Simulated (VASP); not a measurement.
Here is a VASP 6.6.1 calculation.

Contents of INCAR:

```
ALGO = Normal
EDIFF = 1E-6
ENCUT = 520
GGA = PE
ISIF = 2
ISMEAR = -1
LASPH = True
LCHARG = False
LREAL = False
LWAVE = False
NBANDS = 18
NELM = 60
PREC = Accurate
SIGMA = 0.1
```

Contents of KPOINTS:

```
k-points
0
Gamma
  8 8 10
```

The input POSCAR:

```
Br
1.0
    6.8599831658      0.0000000000      0.0000000000
   -3.4299915829      5.9409196912      0.0000000000
    0.0000000000      0.0000000000      2.6012416441
Br
3
Direct
    0.0000000000      0.0000000000      0.0000000000
    0.3333333333      0.6666666667      0.5000000000
    0.6666666667      0.3333333333      0.5000000000
```

Potentials or basis: VASP PAW PBE potentials, release 64 (Br).

Command:

```console
$ cat potpaw_PBE.64/Br/POTCAR > POTCAR
$ mpirun -np 1 vasp_std > vasp.out
```

Task: Predict the pressure.

Result: 0.4 GPa.

Task: Estimate the band gap on the k mesh.

Result: Zero (an odd number of electrons rules out a gap without spin polarisation).

Caveat: an odd number of electrons without spin polarisation forces a metal; a magnetic or distorted state may lie lower.
